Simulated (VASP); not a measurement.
Write the native input for VASP 6.6.1 that does the following.

- Task: single point
- Functional: PBE
- Potentials or basis: VASP PAW PBE potentials, release 64 (Si, Ru_pv, Pd)
- Cutoff: 520 eV
- k mesh: 4 × 4 × 4
- Occupations: gaussian, width 0.2 eV
- Spin: no spin polarisation
- Dipole correction: no
- Further INCAR settings: ALGO = Normal; EDIFF = 1e-07; NBANDS = 51

The structure of SiPdRu5 lies in POSCAR:

```
SiPdRu5
1.0
    0.0000000000      4.2912483553      4.2912483553
    4.2912483553      0.0000000000      4.2912483553
    4.2912483553      4.2912483553      0.0000000000
Si Ru Pd
1 5 1
Direct
    0.0000000000      0.0000000000      0.0000000000
    0.6504401454      0.6504401454      0.6504401454
    0.6504401454      0.6504401454      0.0486795638
    0.6504401454      0.0486795638      0.6504401454
    0.0486795638      0.6504401454      0.6504401454
    0.5000000000      0.5000000000      0.5000000000
    0.2500000000      0.2500000000      0.2500000000
```

The input as run:

INCAR

```
SYSTEM = SiPdRu5
PREC = Accurate
ENCUT = 520
EDIFF = 1E-7
ISMEAR = 0
SIGMA = 0.2
LREAL = .False.
LASPH = .True.
NELM = 100
ALGO = Normal
ISIF = 2
LWAVE = .False.
LCHARG = .False.
GGA = PE
NBANDS = 51
```

KPOINTS

```
Automatic mesh
0
Gamma
  4 4 4
  0 0 0
```

Potentials or basis: VASP PAW PBE potentials, release 64 (Si, Ru_pv, Pd).

Run with:

```sh
$ cat potpaw_PBE.64/Si/POTCAR potpaw_PBE.64/Ru_pv/POTCAR potpaw_PBE.64/Pd/POTCAR > POTCAR
$ mpirun -np 1 vasp_std > vasp.out
```

It gave:

The pressure is 0.2 GPa, the largest force is 0.008 eV/Å and the band gap on the k mesh is zero (band 42 reaches 5.56 eV, above the bottom of band 43 at 5.44 eV).

It took 54 s on 1 thread of Intel(R) Xeon(R) 6975P-C (Granite Rapids), with other jobs on the host, peak memory 0.34 GiB.
